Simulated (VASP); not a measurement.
# ZrB2 (P6/mmm) in VASP: single point with LDA

Aim: the single point of ZrB2 with LDA.

All numbers are computed with VASP 6.6.1; they aren't measurements. Logs are shortened: lines on timing, memory, paths and dates and some standing lists are left out, and cuts for length are marked.

### 1 The cell of the first run

The structure is hexagonal, space group P6/mmm (No. 191). The conventional cell has a = 3.165 Å, b = 3.165 Å, c = 3.520 Å, α = 90.00°, β = 90.00°, γ = 120.00°. Within 3.3 Å of Zr (site symmetry 6/mmm) lie 12 B at 2.54 Å and 6 Zr at 3.16 Å. Within 2.4 Å of B (site symmetry -6m2) lie 3 B at 1.83 Å.

### 2 Single point, LDA

INCAR reads:

```
SYSTEM = ZrB2
ALGO = Normal
EDIFF = 1E-6
ENCUT = 500
GGA = CA
GGA_COMPAT = .False.
ISIF = 2
ISMEAR = 0
LASPH = .True.
LCHARG = .False.
LREAL = .False.
LWAVE = .False.
NBANDS = 16
NELM = 120
PREC = Accurate
SIGMA = 0.1
```

KPOINTS reads:

```
k-points
0
Gamma
  6 6 6
  0 0 0
```

POSCAR reads:

```
ZrB2
1.0
    3.1649998255      0.0000000000      0.0000000000
   -1.5824999128      2.7409702519      0.0000000000
    0.0000000000      0.0000000000      3.5200000000
Zr B
1 2
Direct
    0.0000000000      0.0000000000      0.0000000000
    0.3333333333      0.6666666667      0.5000000000
    0.6666666667      0.3333333333      0.5000000000
```

Potentials or basis: VASP PAW LDA potentials, release 64 (Zr_sv, B).

On the command line:

```bash
$ cat potpaw_LDA.64/Zr_sv/POTCAR potpaw_LDA.64/B/POTCAR > POTCAR
$ mpirun -np 1 vasp_std > vasp.out
```

OUTCAR:

```text
SYSTEM = ZrB2
   EDIFF = 1E-6
   ENCUT = 500
   GGA = CA
   ISIF = 2
   ISMEAR = 0
   LASPH = .True.
   LREAL = .False.
   NELM = 120
   PREC = Accurate

 ion  position               nearest neighbor table
   1  0.000  0.000  0.000-   2 2.54   3 2.54   2 2.54   3 2.54   3 2.54   3 2.54   2 2.54   2 2.54
                             3 2.54   3 2.54   2 2.54   2 2.54
   2  0.333  0.667  0.500-   3 1.83   3 1.83   3 1.83   1 2.54   1 2.54   1 2.54   1 2.54   1 2.54
                             1 2.54
   3  0.667  0.333  0.500-   2 1.83   2 1.83   2 1.83   1 2.54   1 2.54   1 2.54   1 2.54   1 2.54
                             1 2.54

  LATTYP: Found a hexagonal cell.
 ALAT       =     3.1649998255
 C/A-ratio  =     1.1121643583

  Lattice vectors:

 A1 = (   3.1649998255,   0.0000000000,   0.0000000000)
 A2 = (  -1.5824999128,   2.7409702519,   0.0000000000)
 A3 = (   0.0000000000,   0.0000000000,   3.5200000000)

Analysis of symmetry for initial positions (statically):
=====================================================================
 Subroutine PRICEL returns:
 Original cell was already a primitive cell.

 Routine SETGRP: Setting up the symmetry group for a
 hexagonal supercell.

 Subroutine GETGRP returns: Found 24 space group operations
 (whereof 24 operations were pure point group operations)
 out of a pool of 24 trial point group operations.

The static configuration has the point symmetry D_6h.

Analysis of symmetry for dynamics (positions and initial velocities):
=====================================================================
 Subroutine PRICEL returns:
 Original cell was already a primitive cell.

 Routine SETGRP: Setting up the symmetry group for a
 hexagonal supercell.

 Subroutine GETGRP returns: Found 24 space group operations
 (whereof 24 operations were pure point group operations)
 out of a pool of 24 trial point group operations.

The dynamic configuration has the point symmetry D_6h.

 Subroutine INISYM returns: Found 24 space group operations
 (whereof 24 operations are pure point group operations),
 and found     1 'primitive' translations

----------------------------------------------------------------------------------------

                                     Primitive cell

  volume of cell :      30.5366

  direct lattice vectors                    reciprocal lattice vectors
     3.164999825  0.000000000  0.000000000     0.315955784  0.182417157  0.000000000
    -1.582499913  2.740970252  0.000000000     0.000000000  0.364834313  0.000000000
     0.000000000  0.000000000  3.520000000     0.000000000  0.000000000  0.284090909

  length of vectors
     3.164999825  3.164999826  3.520000000     0.364834313  0.364834313  0.284090909

  position of ions in fractional coordinates (direct lattice)
     0.000000000  0.000000000  0.000000000
     0.333333333  0.666666667  0.500000000
     0.666666667  0.333333333  0.500000000

  ion indices of the primitive-cell ions
   primitive index   ion index
                 1           1
                 2           2
                 3           3

----------------------------------------------------------------------------------------

 KPOINTS: k-points

Automatic generation of k-mesh.
 Grid dimensions read from file:
 generate k-points for:    6    6    6

 Generating k-lattice:

  Cartesian coordinates                     Fractional coordinates (reciprocal lattice)
     0.052659297  0.030402859  0.000000000     0.166666667 -0.000000000  0.000000000
     0.000000000  0.060805719  0.000000000     0.000000000  0.166666667  0.000000000
     0.000000000  0.000000000  0.047348485     0.000000000  0.000000000  0.166666667

  Length of vectors
     0.060805719  0.060805719  0.047348485

  Shift w.r.t. Gamma in fractional coordinates (k-lattice)
     0.000000000  0.000000000  0.000000000

 Subroutine IBZKPT returns following result:
 ===========================================

 Found     28 irreducible k-points:

 Following reciprocal coordinates:
            Coordinates               Weight
  0.000000  0.000000  0.000000      1.000000
  0.166667 -0.000000  0.000000      6.000000
  0.333333 -0.000000  0.000000      6.000000
  0.500000 -0.000000  0.000000      3.000000
  0.166667  0.166667  0.000000      6.000000
  0.333333  0.166667  0.000000     12.000000
[... 16 lines left out ...]
  0.166667 -0.000000  0.500000      6.000000
  0.333333 -0.000000  0.500000      6.000000
 [... further k-points ...]
   k-points           NKPTS =     28   k-points in BZ     NKDIM =     28   number of bands    NBANDS=     16
   number of dos      NEDOS =    301   number of ions     NIONS =      3
   total plane-waves  NPLWV =  16128
   dimension x,y,z NGX =    24 NGY =   24 NGZ =   28
   dimension x,y,z NGXF=    48 NGYF=   48 NGZF=   56
   ions per type =               1   2
   NGX,Y,Z   is equivalent  to a cutoff of  12.61, 12.61, 13.22 a.u.
   NGXF,Y,Z  is equivalent  to a cutoff of  25.21, 25.21, 26.45 a.u.
 SYSTEM =  ZrB2
   PREC   = accura    normal or accurate (medium, high low for compatibility)
   ISTART =      0    job   : 0-new  1-cont  2-samecut
   ICHARG =      2    charge: 1-file 2-atom 10-const
   ISPIN  =      1    spin polarized calculation?
   LNONCOLLINEAR =      F non collinear calculations
   LSORBIT =      F    spin-orbit coupling
   LASPH  =      T    aspherical Exc in radial PAW
   ENCUT  =  500.0 eV  36.75 Ry    6.06 a.u.   5.77  5.77  6.42*2*pi/ulx,y,z
   NELM   =    120;   NELMIN=  2; NELMDL= -5     # of ELM steps
   EDIFF  = 0.1E-05   stopping-criterion for ELM
   LREAL  =      F    real-space projection
   EDIFFG = 0.1E-04   stopping-criterion for IOM
   NSW    =      0    number of steps for IOM
   IBRION =     -1    ionic relax: 0-MD 1-quasi-New 2-CG
   NFREE  =      0    steps in history (QN), initial steepest desc. (CG)
   ISIF   =      2    stress and relaxation
   ISYM   =      2    0-nonsym 1-usesym 2-fastsym
   POTIM  = 0.5000    time-step for ionic-motion
   TEBEG  =    0.0;   TEEND  =   0.0 temperature during run
   PSTRESS=    0.0 pullay stress
   NELECT =      18.0000    total number of electrons
   NUPDOWN=      -1.0000    fix difference up-down
   EMIN   =  10.00;   EMAX   =-10.00  energy-range for DOS
   EFERMI =   0.00;   METHOD = LEGACY
   ISMEAR =     0;   SIGMA  =   0.10  broadening in eV -4-tet -1-fermi 0-gaus
   EFERMI_NEDOS =   21; number of points for ismear=-14 and -15
   IALGO  =     38    algorithm
   IMIX   =      4    mixing-type and parameters
     AMIX     =   0.40;   BMIX     =  1.00
     AMIX_MAG =   1.60;   BMIX_MAG =  1.00
  volume/ion in A,a.u.               =      10.18        68.69
  Fermi-wavevector in a.u.,A,eV,Ry     =   1.372647  2.593926 25.635539  1.884159
  Thomas-Fermi vector in A             =   2.498235
   LORBIT       =      0    0 simple, 1 ext, 2 COOP (PROOUT), +10 PAW based schemes
   GGA     = CA    functional components
   LHFCALC =     F    Hartree Fock is set to
   AEXX    =    0.0000 exact exchange contribution
   IVDW    =     0    specifies the selected vdW correction
   LEPSILON=     F    determine dielectric tensor
   LRPA    =     F    only Hartree local field effects (RPA)
 non-spin polarized calculation
 Gauss-broadening in eV      SIGMA  =   0.10
  energy-cutoff  :      500.00
  volume of cell :       30.54
 maximum number of plane-waves:       786
 NGX is ok and might be reduce to    24
   NGX = 11   NGY = 11   NGZ = 13

 number of electron      18.0000000 magnetization

 Free energy of the ion-electron system (eV)
  ---------------------------------------------------
  ext. energy  EPLUGINS =         0.00000000
  ---------------------------------------------------
  free energy    TOTEN  =       -27.41353476 eV

  energy without entropy =      -27.40863202  energy(sigma->0) =      -27.41108339

 E-fermi :  10.1530     XC(G=0): -12.6190

 val. band max:       10.0570359458   @ k =   0.1667   0.1667   0.1667
 cond. band min:      10.1970189591   @ k =   0.1667   0.1667   0.1667
 fundamental gap:      0.1399830133
 Fermi energy:        10.1530414729

 k-point     1 :       0.0000    0.0000    0.0000
  band No.  band energies     occupation
      1     -37.7760      2.00000
      2     -16.1401      2.00000
      3     -15.5430      2.00000
      4     -15.5430      2.00000
      5      -2.0588      2.00000
      6       7.8857      2.00000
[... 8 lines left out ...]
     15      15.6948      0.00000
     16      15.6948      0.00000

 k-point     2 :       0.1667   -0.0000    0.0000
  band No.  band energies     occupation
      1     -37.7458      2.00000
      2     -16.0957      2.00000
      3     -15.8000      2.00000
      4     -15.5993      2.00000
      5      -1.5173      2.00000
      6       6.5556      2.00000
[... 8 lines left out ...]
     15      17.2974      0.00000
     16      17.5521      0.00000

 k-point     3 :       0.3333   -0.0000    0.0000
  band No.  band energies     occupation
      1     -37.6848      2.00000
      2     -16.2833      2.00000
      3     -16.0054      2.00000
      4     -15.7098      2.00000
      5      -0.0959      2.00000
      6       4.2317      2.00000
[... 8 lines left out ...]
     15      18.8289      0.00000
     16      20.5831      0.00000

 k-point     4 :       0.5000   -0.0000    0.0000
  band No.  band energies     occupation
      1     -37.6540      2.00000
      2     -16.5118      2.00000
      3     -15.9596      2.00000
      4     -15.7640      2.00000
      5       1.6313      2.00000
      6       2.1978      2.00000
[... 8 lines left out ...]
     15      18.3681      0.00000
     16      20.5677      0.00000

 k-point     5 :       0.1667    0.1667    0.0000
  band No.  band energies     occupation
      1     -37.7002      2.00000
      2     -16.1190      2.00000
      3     -16.0282      2.00000
      4     -15.7335      2.00000
      5      -0.5317      2.00000
      6       5.1914      2.00000
[... 8 lines left out ...]
     15      17.7741      0.00000
     16      19.0916      0.00000

 k-point     6 :       0.3333    0.1667    0.0000
  band No.  band energies     occupation
      1     -37.6540      2.00000
      2     -16.3919      2.00000
      3     -15.9598      2.00000
      4     -15.8987      2.00000
      5       1.1824      2.00000
      6       3.3069      2.00000
[... 8 lines left out ...]
     15      19.4430      0.00000
     16      20.1541      0.00000
[... 267 lines left out ...]
 k-point    21 :       0.3333    0.3333    0.3333
  band No.  band energies     occupation
      1     -37.6243      2.00000
      2     -16.1799      2.00000
      3     -16.1799      2.00000
      4     -16.1650      2.00000
      5       2.1055      2.00000
      6       2.1055      2.00000
[... 8 lines left out ...]
     15      18.1825      0.00000
     16      20.8208      0.00000

 k-point    22 :       0.0000    0.0000    0.5000
  band No.  band energies     occupation
      1     -37.7550      2.00000
      2     -16.5216      2.00000
      3     -15.5155      2.00000
      4     -15.5155      2.00000
      5       0.0384      2.00000
      6       3.6095      2.00000
[... 8 lines left out ...]
     15      17.9422      0.00000
     16      21.3716      0.00000

 k-point    23 :       0.1667   -0.0000    0.5000
  band No.  band energies     occupation
      1     -37.7253      2.00000
      2     -16.4602      2.00000
      3     -15.7606      2.00000
      4     -15.5684      2.00000
      5       0.1351      2.00000
      6       4.3899      2.00000
[... 8 lines left out ...]
     15      18.8317      0.00000
     16      20.7346      0.00000

 k-point    24 :       0.3333   -0.0000    0.5000
  band No.  band energies     occupation
      1     -37.6651      2.00000
      2     -16.3346      2.00000
      3     -16.2245      2.00000
      4     -15.6724      2.00000
      5       0.4389      2.00000
      6       4.7238      2.00000
[... 8 lines left out ...]
     15      19.0326      0.00000
     16      22.1711      0.00000

 [... further k-points ...]

------------------------ aborting loop because EDIFF is reached ----------------------------------------

  FORCE on cell =-STRESS in cart. coord.  units (eV):
  Direction    XX          YY          ZZ          XY          YZ          ZX
  --------------------------------------------------------------------------------------
  -------------------------------------------------------------------------------------
  Total       -1.2033216     -1.2033216     -1.3447401      0.0000000      0.0000000     -0.0000000
  in kB      -63.1352071    -63.1352071    -70.5550766      0.0000000      0.0000000     -0.0000000
  external PRESSURE =     -65.6084970 kB  Pullay stress =       0.0000000 kB

 VOLUME and BASIS-vectors are now :
 -----------------------------------------------------------------------------
  energy-cutoff  :      500.00
  volume of cell :       30.54
      direct lattice vectors                 reciprocal lattice vectors
     3.164999825  0.000000000  0.000000000     0.315955784  0.182417157  0.000000000
    -1.582499913  2.740970252  0.000000000     0.000000000  0.364834313  0.000000000
     0.000000000  0.000000000  3.520000000     0.000000000  0.000000000  0.284090909

 POSITION                                       TOTAL-FORCE (eV/Angst)
 -----------------------------------------------------------------------------------
      0.00000      0.00000      0.00000        -0.000000      0.000000      0.000000
     -0.00000      1.82731      1.76000         0.000000     -0.000000      0.000000
      1.58250      0.91366      1.76000        -0.000000      0.000000      0.000000
 -----------------------------------------------------------------------------------
    total drift:                               -0.000000      0.000000     -0.000000

  FREE ENERGIE OF THE ION-ELECTRON SYSTEM (eV)
  ---------------------------------------------------
  free  energy   TOTEN  =       -27.4135347611 eV

  energy  without entropy=      -27.4086320184  energy(sigma->0) =      -27.41108339
```

Run time: 16 s. Hardware: 1 thread of Intel Xeon Platinum 8259CL at 2.50GHz (Skylake/Cascade Lake), shared host; peak memory 0.13 GiB.

What came out:

```
Free energy            : -27.4135 eV
Pressure               : -6.6 GPa
Band gap on the k mesh : zero (bands 9 and 10 overlap by 1.07 eV)
```

Stress tensor (GPa, compression positive):
```
-6.31  0.00  0.00
 0.00 -6.31  0.00
 0.00  0.00 -7.06
```

Levels at points of the mesh, in eV from the Fermi level:
| k point | band 5 | band 6 | band 7 | band 8 | band 9 | band 10 | band 11 | band 12 | band 13 | band 14 |
| --- | --- | --- | --- | --- | --- | --- | --- | --- | --- | --- |
| (0.00, 0.00, 0.00) | -12.21 | -2.27 | -2.27 | -2.21 | -1.90 | 3.78 | 3.78 | 4.59 | 4.59 | 5.41 |
| (0.50, 0.00, 0.00) | -8.52 | -7.96 | -3.51 | -2.66 | -2.32 | 2.65 | 2.69 | 5.34 | 5.43 | 7.01 |
| (0.00, 0.00, 0.50) | -10.11 | -6.54 | -0.59 | -0.59 | 0.68 | 0.68 | 1.16 | 1.16 | 2.22 | 5.42 |
| (0.50, 0.00, 0.50) | -9.44 | -6.50 | -4.25 | -3.75 | -1.54 | 4.14 | 4.58 | 5.73 | 6.72 | 6.89 |

Caveat: the k points lie up to 0.38 Å⁻¹ apart, too coarse for converged energies and pressures of a metal.
